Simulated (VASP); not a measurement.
A run of VASP 6.6.1 is set up as follows.

Contents of INCAR:

```
SYSTEM = SiC
PREC = Accurate ; ENCUT = 520
EDIFF = 1E-6 ; ISMEAR = 0
SIGMA = 0.05 ; LREAL = .FALSE.
LASPH = .TRUE. ; NELM = 80
ALGO = Normal ; ISIF = 2
LWAVE = .FALSE. ; LCHARG = .FALSE.
GGA = PE ; IBRION = 2
NSW = 50 ; EDIFFG = -0.01
```

File KPOINTS:

```
regular mesh
0
G
  12 12 6
  0 0 0
```

File POSCAR:

```
SiC
1.0
    2.8786865155      0.0000000000      0.0000000000
   -1.4393432578      2.4930156520      0.0000000000
    0.0000000000      0.0000000000      4.9170844372
Si C
2 2
Direct
    0.3333333333      0.6666666667      0.0045639005
    0.6666666667      0.3333333333      0.5045639005
    0.3333333333      0.6666666667      0.3804360995
    0.6666666667      0.3333333333      0.8804360995
```

Potentials or basis: VASP PAW PBE potentials, release 64 (Si, C).

Command:

```console
$ cat potpaw_PBE.64/Si/POTCAR potpaw_PBE.64/C/POTCAR > POTCAR
$ mpirun -np 1 vasp_std > vasp.out
```

Task: Predict the energy gained by relaxing.

Result: 6.9 meV/atom.

Task: Predict the band gap on the k mesh.

Result: 1.51 eV, indirect (least direct gap 4.56 eV).

Step by step:
```
step  energy change (eV)  largest force (eV/Å)  pressure (GPa)
   1              0.0000                0.8017           52.88
   2              0.0242                1.2267           51.66
   3             -0.0277                0.0007           52.07
```

 A k mesh can miss the band edges.
